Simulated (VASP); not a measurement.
A run of VASP 6.6.1 is set up as follows.

POSCAR

```
ZnSe
1.0
    0.0000000000      2.8525674344      2.8525674344
    2.8525674344      0.0000000000      2.8525674344
    2.8525674344      2.8525674344      0.0000000000
Se Zn
1 1
Direct
    0.7500000000      0.7500000000      0.7500000000
    0.0000000000      0.0000000000      0.0000000000
```

File INCAR.step1:

```
SYSTEM = ZnSe
ALGO     = Normal         ! electronic algorithm
EDIFF    = 1E-5           ! SCF threshold, eV
ENCUT    = 520            ! plane-wave cutoff, eV
GGA      = PE             ! functional
ISIF     = 2              ! what is computed and relaxed
ISMEAR   = -1             ! smearing method
LASPH    = .True.         ! aspherical terms in the spheres
LCHARG   = .False.        ! write CHGCAR
LREAL    = .False.        ! projectors in reciprocal space
LWAVE    = .True.         ! write WAVECAR
NBANDS   = 16             ! bands
NELM     = 60             ! most SCF steps
PREC     = Accurate       ! precision mode
SIGMA    = 0.05           ! smearing width, eV
```

File INCAR.step2:

```
SYSTEM = ZnSe
AEXX     = 0.5            ! exact-exchange fraction
AGGAC    = 1.0          
AGGAX    = 0.5          
ALDAC    = 0.0          
ALDAX    = 0.5          
ALGO     = Normal         ! electronic algorithm
EDIFF    = 1E-6           ! SCF threshold, eV
ENCUT    = 520            ! plane-wave cutoff, eV
GGA      = B5             ! functional
ISIF     = 2              ! what is computed and relaxed
ISMEAR   = -1             ! smearing method
ISTART   = 1            
LASPH    = .True.         ! aspherical terms in the spheres
LCHARG   = .False.        ! write CHGCAR
LHFCALC  = .True.         ! exact exchange
LREAL    = .False.        ! projectors in reciprocal space
LWAVE    = .False.        ! write WAVECAR
NBANDS   = 16             ! bands
NELM     = 60             ! most SCF steps
PREC     = Accurate       ! precision mode
PRECFOCK = Normal       
SIGMA    = 0.05           ! smearing width, eV
```

File KPOINTS:

```
k-points
0
Gamma
  4 4 4
  0 0 0
```

Potentials or basis: VASP PAW PBE potentials, release 64 (Se, Zn).

Launch:

```sh
$ cat potpaw_PBE.64/Se/POTCAR potpaw_PBE.64/Zn/POTCAR > POTCAR
$ cp INCAR.step1 INCAR
$ mpirun -np 1 vasp_std > vasp.out
$ cp INCAR.step2 INCAR
$ mpirun -np 1 vasp_std > vasp.out
```

Problem. Estimate the band gap on the k mesh.

Solution. 4.95 eV.

Problem. What does it give for the pressure?

Solution. 1.5 GPa.

Caveat: the k points lie up to 0.48 Å⁻¹ apart; the PAW data sets were made with another functional, which shifts forces and pressure a little.
